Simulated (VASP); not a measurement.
# Rh: single point with PBE

Rh:

```
Rh
1.0
    -1.39548    1.39548    1.39548
     1.39548   -1.39548    1.39548
     1.39548    1.39548   -1.39548
Rh
1
Cartesian
  0.0000 0.0000 0.0000
```

This cell differs from its parent crystal: volume scaled by 0.75.

```yaml
Program: VASP 6.6.1
Task: single point
Functional: PBE
Potentials_or_basis: VASP PAW PBE potentials, release 64 (Rh_pv)
Cutoff: 520 eV
k_mesh: 17 × 17 × 17
Occupations: fermi-dirac, width 0.1 eV
Spin: no spin polarisation
```

```yaml
Pressure: 137.7 GPa
```

Levels at points of the mesh, in eV from the Fermi level:
```csv
k point,band 6,band 7,band 8,band 9,band 10,band 11
"(0.00, 0.00, 0.00)",-4.23,-4.23,-0.76,-0.76,18.55,18.55
```

Run time: 7.6 s on 1 thread of Intel(R) Xeon(R) 6975P-C (Granite Rapids) (shared host), peak memory 0.13 GiB.
